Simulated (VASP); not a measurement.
# Re in VASP: further runs

Runs on Re. Level: PBE. Tasks: single point.

Everything below comes from runs of VASP 6.6.1. Logs are shortened: lines on timing, memory, paths and dates and some standing lists are left out, and cuts for length are marked.

### 1 The cell of the first run

The cell holds a slab with vacuum, 3 atoms: a = 2.769 Å, b = 2.769 Å, c = 17.915 Å, α = 90.00°, β = 90.00°, γ = 90.00°.

### 2 Single point, PBE

Input file INCAR:

```
SYSTEM = Re
  ALGO = Fast
  DIPOL = 0.5 0.5 0.495
  EDIFF = 1E-6
  ENCUT = 520
  GGA = PE
  IDIPOL = 3
  ISIF = 2
  ISMEAR = 0
  LASPH = .TRUE.
  LCHARG = .FALSE.
  LDIPOL = .TRUE.
  LREAL = .FALSE.
  LWAVE = .FALSE.
  NBANDS = 18
  NELM = 100
  PREC = Accurate
  SIGMA = 0.1
```

Input file KPOINTS:

```
k-points
0
G
  10 10 1
  0 0 0
```

Input file POSCAR:

```
Re
1.0
    2.7686392928      0.0000000000      0.0000000000
    0.0000000000      2.7686392928      0.0000000000
    0.0000000000      0.0000000000     17.9154472373
Re
3
Direct
    0.5000000000      0.5000000000      0.3907242676
    0.0000000000      0.0000000000      0.4946397535
    0.5000000000      0.5000000000      0.5985840865
```

Potentials or basis: VASP PAW PBE potentials, release 64 (Re).

Run with:

```sh
cat potpaw_PBE.64/Re/POTCAR > POTCAR
mpirun -np 1 vasp_std > vasp.out
```

OUTCAR:

```text
SYSTEM = Re
   EDIFF = 1E-6
   ENCUT = 520
   GGA = PE
   ISIF = 2
   ISMEAR = 0
   LASPH = .TRUE.
   LREAL = .FALSE.
   NELM = 100
   PREC = Accurate

 ion  position               nearest neighbor table
   1  0.500  0.500  0.391-   2 2.70   2 2.70   2 2.70   2 2.70
   2  0.000  0.000  0.495-   1 2.70   1 2.70   1 2.70   1 2.70   3 2.70   3 2.70   3 2.70   3 2.70

   3  0.500  0.500  0.599-   2 2.70   2 2.70   2 2.70   2 2.70

  LATTYP: Found a simple tetragonal cell.
 ALAT       =     2.7686392928
 C/A-ratio  =     6.4708491582

  Lattice vectors:

 A1 = (   2.7686392928,   0.0000000000,   0.0000000000)
 A2 = (   0.0000000000,   2.7686392928,   0.0000000000)
 A3 = (   0.0000000000,   0.0000000000,  17.9154472373)

Analysis of symmetry for initial positions (statically):
=====================================================================
 Subroutine PRICEL returns:
 Original cell was already a primitive cell.

 Routine SETGRP: Setting up the symmetry group for a
 simple tetragonal supercell.

 Subroutine GETGRP returns: Found  8 space group operations
 (whereof  8 operations were pure point group operations)
 out of a pool of 16 trial point group operations.

The static configuration has the point symmetry C_4v.

Analysis of symmetry for dynamics (positions and initial velocities):
=====================================================================
 Subroutine PRICEL returns:
 Original cell was already a primitive cell.

 Routine SETGRP: Setting up the symmetry group for a
 simple tetragonal supercell.

 Subroutine GETGRP returns: Found  8 space group operations
 (whereof  8 operations were pure point group operations)
 out of a pool of 16 trial point group operations.

The dynamic configuration has the point symmetry C_4v.

 Subroutine INISYM returns: Found  8 space group operations
 (whereof  8 operations are pure point group operations),
 and found     1 'primitive' translations

----------------------------------------------------------------------------------------

                                     Primitive cell

  volume of cell :     137.3284

  direct lattice vectors                    reciprocal lattice vectors
     2.768639293  0.000000000  0.000000000     0.361188257  0.000000000  0.000000000
     0.000000000  2.768639293  0.000000000     0.000000000  0.361188257  0.000000000
     0.000000000  0.000000000 17.915447237     0.000000000  0.000000000  0.055817753

[... 87 lines left out ...]
   ISIF   =      2    stress and relaxation
   ISYM   =      2    0-nonsym 1-usesym 2-fastsym
   POTIM  = 0.5000    time-step for ionic-motion
   TEBEG  =    0.0;   TEEND  =   0.0 temperature during run
   PSTRESS=    0.0 pullay stress
   NELECT =      21.0000    total number of electrons
   NUPDOWN=      -1.0000    fix difference up-down
   EMIN   =  10.00;   EMAX   =-10.00  energy-range for DOS
   EFERMI =   0.00;   METHOD = LEGACY
   ISMEAR =     0;   SIGMA  =   0.10  broadening in eV -4-tet -1-fermi 0-gaus
   EFERMI_NEDOS =   21; number of points for ismear=-14 and -15
   IALGO  =     68    algorithm
   IMIX   =      4    mixing-type and parameters
     AMIX     =   0.40;   BMIX     =  1.00
     AMIX_MAG =   1.60;   BMIX_MAG =  1.00
  volume/ion in A,a.u.               =      45.78       308.91
  Fermi-wavevector in a.u.,A,eV,Ry     =   0.875443  1.654347 10.427507  0.766400
  Thomas-Fermi vector in A             =   1.995114
   LORBIT       =      0    0 simple, 1 ext, 2 COOP (PROOUT), +10 PAW based schemes
   GGA     = PE    functional components
   LHFCALC =     F    Hartree Fock is set to
   AEXX    =    0.0000 exact exchange contribution
   IVDW    =     0    specifies the selected vdW correction
   LEPSILON=     F    determine dielectric tensor
   LRPA    =     F    only Hartree local field effects (RPA)
 non-spin polarized calculation
 RMM-DIIS sequential band-by-band and
 Gauss-broadening in eV      SIGMA  =   0.10
  energy-cutoff  :      520.00
  volume of cell :      137.33
 maximum number of plane-waves:      3724
 NGX is ok and might be reduce to    24
   NGX = 11   NGY = 11   NGZ = 67

 dipolmoment           0.000000      0.000000     -0.000009 electrons x Angstroem

 number of electron      21.0000001 magnetization

 dipolmoment           0.000000      0.000000      0.000043 electrons x Angstroem

 Free energy of the ion-electron system (eV)
  ---------------------------------------------------
  ext. energy  EPLUGINS =         0.00000000
  ---------------------------------------------------
  free energy    TOTEN  =       -33.60271842 eV

  energy without entropy =      -33.58264473  energy(sigma->0) =      -33.59268158

 E-fermi :  -0.5484     XC(G=0):  -5.6343

 val. band max:       -0.5609062012   @ k =   0.5000   0.3000   0.0000
 cond. band min:      -0.5231931103   @ k =   0.3000   0.3000   0.0000
 fundamental gap:      0.0377130909
 Fermi energy:        -0.5484484251

 k-point     1 :       0.0000    0.0000    0.0000
  band No.  band energies     occupation
      1      -9.6496      2.00000
      2      -7.0456      2.00000
      3      -6.9047      2.00000
      4      -6.1999      2.00000
      5      -4.4678      2.00000
      6      -2.7918      2.00000
[... 418 lines left out ...]
      5      -4.9828      2.00000
      6      -3.1196      2.00000
[... 10 lines left out ...]
     17       4.0014      0.00000
     18       8.8549      0.00000

------------------------ aborting loop because EDIFF is reached ----------------------------------------

 vacuum level on the upper side and lower side of the slab       (xc-potential included)        -0.271        -0.176

  FORCE on cell =-STRESS in cart. coord.  units (eV):
  Direction    XX          YY          ZZ          XY          YZ          ZX
  --------------------------------------------------------------------------------------
  -------------------------------------------------------------------------------------
  Total       -4.3063773     -4.3063773     -0.1447654      0.0000000      0.0000000      0.0000000
  in kB      -50.2414600    -50.2414600     -1.6889425      0.0000000      0.0000000      0.0000000
  external PRESSURE =     -34.0572875 kB  Pullay stress =       0.0000000 kB

 VOLUME and BASIS-vectors are now :
 -----------------------------------------------------------------------------
  energy-cutoff  :      520.00
  volume of cell :      137.33
      direct lattice vectors                 reciprocal lattice vectors
     2.768639293  0.000000000  0.000000000     0.361188257  0.000000000  0.000000000
     0.000000000  2.768639293  0.000000000     0.000000000  0.361188257  0.000000000
     0.000000000  0.000000000 17.915447237     0.000000000  0.000000000  0.055817753

 POSITION                                       TOTAL-FORCE (eV/Angst)
 -----------------------------------------------------------------------------------
      1.38432      1.38432      7.00000         0.000000      0.000000      0.027307
      0.00000      0.00000      8.86169         0.000000     -0.000000      0.003736
      1.38432      1.38432     10.72390         0.000000      0.000000     -0.031043
 -----------------------------------------------------------------------------------
    total drift:                                0.000000      0.000000     -0.000088

  FREE ENERGIE OF THE ION-ELECTRON SYSTEM (eV)
  ---------------------------------------------------
  free  energy   TOTEN  =       -33.6027184231 eV

  energy  without entropy=      -33.5826447342  energy(sigma->0) =      -33.59268158

 vacuum level on the upper side and lower side of the slab         4.100         4.106
```

Wall time 2.2 min (1 thread of Intel Xeon Platinum 8375C at 2.90GHz (Ice Lake), shared host); peak memory 0.27 GiB.

What came out:

| Quantity | Value |
| --- | --- |
| Free energy | -33.6027 eV |
| Largest force | 0.031 eV/Å |

Forces on the atoms (eV/Å):
```
Re   0.000  0.000  0.027
Re   0.000  0.000  0.004
Re   0.000  0.000 -0.031
```

Caveat: spin-orbit coupling is left out, which moves the levels of the heavy elements.

### 3 Single point, PBE

This run uses another cell than the first one, of 49.12 Å³/atom, 1.073 times its volume.

Input file INCAR:

```
SYSTEM = Re
PREC = Accurate ; ENCUT = 520
EDIFF = 1E-7 ; ISMEAR = 0
SIGMA = 0.1 ; LREAL = .FALSE.
LASPH = .TRUE. ; NELM = 80
ALGO = Normal ; ISIF = 2
LWAVE = .FALSE. ; LCHARG = .FALSE.
LDIPOL = .TRUE. ; IDIPOL = 3
DIPOL = 0.5 0.5 0.305 ; GGA = PE
NBANDS = 18
```

Input file KPOINTS:

```
Automatic mesh
0
G
  10 10 1
  0 0 0
```

Input file POSCAR:

```
Re
1.0
    2.7686392928      0.0000000000      0.0000000000
    0.0000000000      2.7686392928      0.0000000000
    0.0000000000      0.0000000000     19.2239016182
Re
3
Direct
    0.5000000000      0.5000000000      0.2080743066
    0.0000000000      0.0000000000      0.3049168957
    0.5000000000      0.5000000000      0.4017863684
```

Potentials or basis: VASP PAW PBE potentials, release 64 (Re).

Run with:

```sh
cat potpaw_PBE.64/Re/POTCAR > POTCAR
mpirun -np 1 vasp_std > vasp.out
```

OUTCAR:

```text
SYSTEM = Re
   PREC = Accurate
   ENCUT = 520
   EDIFF = 1E-7
   ISMEAR = 0
   LREAL = .FALSE.
   LASPH = .TRUE.
   NELM = 80
   ISIF = 2
   GGA = PE

 ion  position               nearest neighbor table
   1  0.500  0.500  0.208-   2 2.70   2 2.70   2 2.70   2 2.70
   2  0.000  0.000  0.305-   1 2.70   1 2.70   1 2.70   1 2.70   3 2.70   3 2.70   3 2.70   3 2.70

   3  0.500  0.500  0.402-   2 2.70   2 2.70   2 2.70   2 2.70

  LATTYP: Found a simple tetragonal cell.
 ALAT       =     2.7686392928
 C/A-ratio  =     6.9434475152

  Lattice vectors:

 A1 = (   2.7686392928,   0.0000000000,   0.0000000000)
 A2 = (   0.0000000000,   2.7686392928,   0.0000000000)
 A3 = (   0.0000000000,   0.0000000000,  19.2239016182)

Analysis of symmetry for initial positions (statically):
=====================================================================
 Subroutine PRICEL returns:
 Original cell was already a primitive cell.

 Routine SETGRP: Setting up the symmetry group for a
 simple tetragonal supercell.

 Subroutine GETGRP returns: Found  8 space group operations
 (whereof  8 operations were pure point group operations)
[... 171 lines left out ...]
 fundamental gap:      0.0377230944
 Fermi energy:        -0.8416927521

 k-point     1 :       0.0000    0.0000    0.0000
  band No.  band energies     occupation
      1      -9.9429      2.00000
      2      -7.3388      2.00000
      3      -7.1980      2.00000
      4      -6.4931      2.00000
      5      -4.7610      2.00000
      6      -3.0851      2.00000
[... 418 lines left out ...]
      5      -5.2761      2.00000
      6      -3.4129      2.00000
[... 10 lines left out ...]
     17       3.7081      0.00000
     18       8.5583      0.00000

------------------------ aborting loop because EDIFF is reached ----------------------------------------

 vacuum level on the upper side and lower side of the slab       (xc-potential included)        -0.116        -0.117

  FORCE on cell =-STRESS in cart. coord.  units (eV):
  Direction    XX          YY          ZZ          XY          YZ          ZX
  --------------------------------------------------------------------------------------
  -------------------------------------------------------------------------------------
  Total       -4.3058958     -4.3058958     -0.1448154      0.0000000     -0.0000000      0.0000000
  in kB      -46.8165934    -46.8165934     -1.5745308      0.0000000     -0.0000000      0.0000000
  external PRESSURE =     -31.7359059 kB  Pullay stress =       0.0000000 kB

 VOLUME and BASIS-vectors are now :
 -----------------------------------------------------------------------------
  energy-cutoff  :      520.00
  volume of cell :      147.36
      direct lattice vectors                 reciprocal lattice vectors
     2.768639293  0.000000000  0.000000000     0.361188257  0.000000000  0.000000000
     0.000000000  2.768639293  0.000000000     0.000000000  0.361188257  0.000000000
     0.000000000  0.000000000 19.223901618     0.000000000  0.000000000  0.052018577

 POSITION                                       TOTAL-FORCE (eV/Angst)
 -----------------------------------------------------------------------------------
      1.38432      1.38432      4.00000         0.000000     -0.000000      0.026693
      0.00000      0.00000      5.86169         0.000000     -0.000000      0.003823
      1.38432      1.38432      7.72390         0.000000      0.000000     -0.030517
 -----------------------------------------------------------------------------------
    total drift:                                0.000000     -0.000000     -0.000084

  FREE ENERGIE OF THE ION-ELECTRON SYSTEM (eV)
  ---------------------------------------------------
  free  energy   TOTEN  =       -33.6026872944 eV

  energy  without entropy=      -33.5826133289  energy(sigma->0) =      -33.59265031

 vacuum level on the upper side and lower side of the slab         3.895         3.893
```

Wall time 2.2 min (1 thread of Intel Xeon Platinum 8375C at 2.90GHz (Ice Lake), shared host); peak memory 0.27 GiB.

Results:

| Item | Value |
| --- | --- |
| Free energy | -33.6027 eV |
| Largest force | 0.031 eV/Å |

Forces on the atoms (eV/Å):
```
Re   0.000  0.000  0.027
Re   0.000  0.000  0.004
Re   0.000  0.000 -0.031
```

Levels at points of the mesh, in eV from the Fermi level:
| k point | band 9 | band 10 | band 11 | band 12 | band 13 | band 14 |
| --- | --- | --- | --- | --- | --- | --- |
| (0.00, 0.00, 0.00) | -1.39 | -0.64 | 0.73 | 0.73 | 0.90 | 1.27 |
| (0.50, 0.00, 0.00) | -1.71 | -0.85 | -0.07 | 0.76 | 1.31 | 1.44 |
| (0.50, 0.50, 0.00) | 1.38 | 1.38 | 2.39 | 2.46 | 4.26 | 4.35 |

Caveat: spin-orbit coupling is left out, which moves the levels of the heavy elements.
